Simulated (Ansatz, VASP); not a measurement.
# Two plane-wave programs on Te2Mo

```xyz
3
Lattice="3.3106 0.0000 0.0000 -1.6553 2.8670 0.0000 0.0000 0.0000 16.7314" Properties=species:S:1:pos:R:3 pbc="T T T"
Te    0.0000    1.9113   14.8720
Te    0.0000    1.9113    1.8594
Mo    0.0000    0.0000    0.0000
```

Change from the starting cell: equal strain along all axes, cell held, atoms relaxed: -4.5 %.

Alike in both runs: functional LDA; k mesh 12 × 12 × 2; occupations gaussian, width 0.02 eV; no spin polarisation.

Ansatz relaxed the structure, and its values are those at the end. VASP's run is a single point on that final structure, the one shown.

```csv
,VASP,Ansatz
version,VASP 6.6.1,Ansatz 0.2.0
potentials or method,"VASP PAW LDA potentials, release 64 (Te, Mo_sv), cutoff 520 eV","scalar-relativistic, plane waves, PAW"
valence electrons in the cell,26,46
```

```tsv
	VASP	Ansatz	Ansatz less VASP
gap on the k mesh at the Fermi level (eV)	0.82	0.83	+0.008
least direct gap on the mesh (eV)	1.36	1.36	+0.001
rms of the force components (eV/Å)	0.028	0.000	-0.0277
```

LDA's correlation is that of Perdew and Zunger in VASP and of Perdew and Wang (1992) in Ansatz. VASP's potentials hold 26 valence electrons a cell and Ansatz's 46, so a difference there can come from the potentials and not from the codes. Ansatz's warnings: stress scf threshold loose, xc potential rough in thin density.

Neither program's run includes spin-orbit coupling.
